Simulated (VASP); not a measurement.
A run of VASP 6.6.1 is set up as follows.

The input INCAR:

```
SYSTEM = W4O
PREC = Accurate ; ENCUT = 520
EDIFF = 1E-7 ; ISMEAR = 0
SIGMA = 0.1 ; LREAL = .FALSE.
LASPH = .TRUE. ; NELM = 60
ALGO = Normal ; ISIF = 2
LWAVE = .FALSE. ; LCHARG = .FALSE.
LDIPOL = .TRUE. ; IDIPOL = 3
DIPOL = 0.5 0.5 0.361 ; GGA = PE
IBRION = 2 ; NSW = 36
EDIFFG = -0.025
```

Contents of KPOINTS:

```
Automatic mesh
0
G
  8 8 1
  0 0 0
```

File POSCAR:

```
W4O
1.0
    3.1836991688      0.0000000000      0.0000000000
    0.0000000000      3.1836991688      0.0000000000
    0.0000000000      0.0000000000     20.1425775749
W O
4 1
Selective dynamics
Direct
    0.5000000000      0.5000000000      0.1985843165  F F F
    0.0000000000      0.0000000000      0.2776134069  F F F
    0.5000000000      0.5000000000      0.3599451800  F F F
    0.0000000000      0.0000000000      0.4290700901  F F F
    0.0000000000      0.0000000000      0.5422631505  F F T
```

Potentials or basis: VASP PAW PBE potentials, release 64 (W_sv, O).

Command:

```console
$ cat potpaw_PBE.64/W_sv/POTCAR potpaw_PBE.64/O/POTCAR > POTCAR
$ mpirun -np 1 vasp_std > vasp.out
```

Predict the energy gained by relaxing.

579.6 meV/atom.

Predict the band gap on the k mesh.

zero (bands 31 and 32 overlap by 2.11 eV).

Step by step:
```tsv
step	energy change (eV)	largest force on free atoms (eV/Å)	pressure (GPa)
1	0.0000	5.9596	-5.91
2	-1.8262	6.2408	-4.75
3	-1.1939	19.3262	7.69
4	-2.4882	4.8226	-3.50
5	-2.8687	1.8104	0.24
6	-2.8922	0.7464	-1.06
7	-2.8981	0.0692	-0.71
8	-2.8959	0.4848	-0.42
9	-2.8902	0.8538	-1.12
10	-2.8982	0.0012	-0.67
```

Caveat: spin-orbit coupling is left out, which moves the levels of the heavy elements.
